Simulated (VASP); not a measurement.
Set up this calculation in VASP 6.6.1, as the native input.

```yaml
Task: single point
Functional: PBE
Potentials_or_basis: VASP PAW PBE potentials, release 64 (Hg, Pt)
Cutoff: 520 eV
k_mesh: 9 × 9 × 9
Occupations: methfessel-paxton, width 0.1 eV
Spin: no spin polarisation
Dipole_correction: no
Further_INCAR_settings: ALGO = Fast; EDIFF = 1e-06; NBANDS = 31
```

The structure of Hg3Pt lies in POSCAR:

```
Hg3Pt
1.0
    4.3442210000      0.0000000000      0.0000000000
    0.0000000000      4.3442210000      0.0000000000
    0.0000000000      0.0000000000      4.3442210000
Hg Pt
3 1
Direct
    0.5000000000      0.5000000000      0.0000000000
    0.5000000000      0.0000000000      0.5000000000
    0.0000000000      0.5000000000      0.5000000000
    0.0000000000      0.0000000000      0.0000000000
```

These files were run (other wordings do the same):

INCAR

```
SYSTEM = Hg3Pt
  PREC = Accurate
  ENCUT = 520
  EDIFF = 1E-6
  ISMEAR = 1
  SIGMA = 0.1
  LREAL = .FALSE.
  LASPH = .TRUE.
  NELM = 80
  ALGO = Fast
  ISIF = 2
  LWAVE = .FALSE.
  LCHARG = .FALSE.
  GGA = PE
  NBANDS = 31
```

KPOINTS

```
regular mesh
0
G
  9 9 9
  0 0 0
```

Potentials or basis: VASP PAW PBE potentials, release 64 (Hg, Pt).

Launch:

```sh
$ cat potpaw_PBE.64/Hg/POTCAR potpaw_PBE.64/Pt/POTCAR > POTCAR
$ mpirun -np 1 vasp_std > vasp.out
```

Results of the run:

```json
{
  "Pressure": "-0.6 GPa",
  "Band gap on the k mesh": "zero (band 23 reaches 5.89 eV, above the bottom of band 24 at 3.52 eV)"
}
```

Caveat: spin-orbit coupling is left out, which moves the levels of the heavy elements.

Run time: 73 s on 1 thread of AMD EPYC 7R13 Processor (Zen 3), on a shared host, peak memory 0.19 GiB.
